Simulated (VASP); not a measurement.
A run of VASP 6.6.1 is set up as follows.

POSCAR

```
KF
1.0
    3.6229632195      0.0000000000      0.0000000000
   -1.8114816097      3.1375781851      0.0000000000
    0.0000000000      0.0000000000      6.4133664591
K F
2 2
Direct
    0.0000000000      0.0000000000      0.0000000000
    0.0000000000      0.0000000000      0.5000000000
    0.3333333333      0.6666666667      0.2500000000
    0.6666666667      0.3333333333      0.7500000000
```

INCAR.step1

```
PREC = Accurate
ENCUT = 520
ISMEAR = 0
SIGMA = 0.01
LREAL = False
LASPH = True
NELM = 60
NBANDS = 24
GGA = PE
ALGO = Normal
EDIFF = 1E-4
LWAVE = True
LCHARG = False
```

File INCAR.step2:

```
PREC = Accurate
ENCUT = 520
EDIFF = 1E-7
ISMEAR = 0
SIGMA = 0.01
LREAL = False
LASPH = True
NELM = 60
ALGO = Normal
ISIF = 2
LWAVE = False
LCHARG = True
METAGGA = R2SCAN
LMIXTAU = True
LELF = True
LVHAR = True
NBANDS = 24
ISTART = 1
```

Contents of KPOINTS:

```
Automatic mesh
0
Gamma
  6 6 4
```

Potentials or basis: VASP PAW PBE potentials, release 64 (K_sv, F).

Launch:

```bash
$ cat potpaw_PBE.64/K_sv/POTCAR potpaw_PBE.64/F/POTCAR > POTCAR
$ cp INCAR.step1 INCAR
$ mpirun -np 1 vasp_std > vasp.out
$ cp INCAR.step2 INCAR
$ mpirun -np 1 vasp_std > vasp.out
```

(1) What does it give for the pressure?

(2) Estimate the band gap on the k mesh.

Results:

(1) 1.2 GPa.

(2) 7.03 eV.

Caveat: the PAW data sets were made with another functional, which shifts forces and pressure a little.
